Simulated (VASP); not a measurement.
A run of VASP 6.6.1 is set up as follows.

The input POSCAR:

```
TiO2
1.0
    4.6198122987      0.0000000000      0.0000000000
    0.0000000000      4.6198122987      0.0000000000
    0.0000000000      0.0000000000      2.9682377351
Ti O
2 4
Direct
    0.0000000000      0.0000000000      0.0000000000
    0.5000000000      0.5000000000      0.5000000000
    0.3051850721      0.3051850721      0.0000000000
    0.1948149279      0.8051850721      0.5000000000
    0.6948149279      0.6948149279      0.0000000000
    0.8051850721      0.1948149279      0.5000000000
```

Contents of INCAR.step1:

```
ALGO = Normal ; EDIFF = 1E-4
ENCUT = 520 ; GGA = PE
ISMEAR = 0 ; LASPH = T
LCHARG = F ; LREAL = F
LWAVE = T ; NBANDS = 33
NELM = 80 ; PREC = Accurate
SIGMA = 0.01
```

The input INCAR.step2:

```
ALGO = Normal ; EDIFF = 1E-6
ENCUT = 520 ; ISIF = 2
ISMEAR = 0 ; ISTART = 1
LASPH = T ; LCHARG = F
LMIXTAU = T ; LREAL = F
LWAVE = F ; METAGGA = R2SCAN
NBANDS = 33 ; NELM = 80
PREC = Accurate ; SIGMA = 0.01
```

The input KPOINTS:

```
k-points
0
Gamma
  4 4 6
```

Potentials or basis: VASP PAW PBE potentials, release 64 (Ti_sv, O).

The run is started by

```bash
$ cat potpaw_PBE.64/Ti_sv/POTCAR potpaw_PBE.64/O/POTCAR > POTCAR
$ cp INCAR.step1 INCAR
$ mpirun -np 1 vasp_std > vasp.out
$ cp INCAR.step2 INCAR
$ mpirun -np 1 vasp_std > vasp.out
```

Problem. Predict the largest force.

Solution. 0.035 eV/Å.

Problem. What does it give for the pressure?

Solution. -2.2 GPa.

Forces on the atoms (eV/Å):
```
Ti   0.000  0.000  0.000
Ti   0.000  0.000  0.000
O   -0.025 -0.025  0.000
O    0.025 -0.025  0.000
O    0.025  0.025  0.000
O   -0.025  0.025  0.000
```

Caveat: the PAW data sets were made with another functional, which shifts forces and pressure a little.
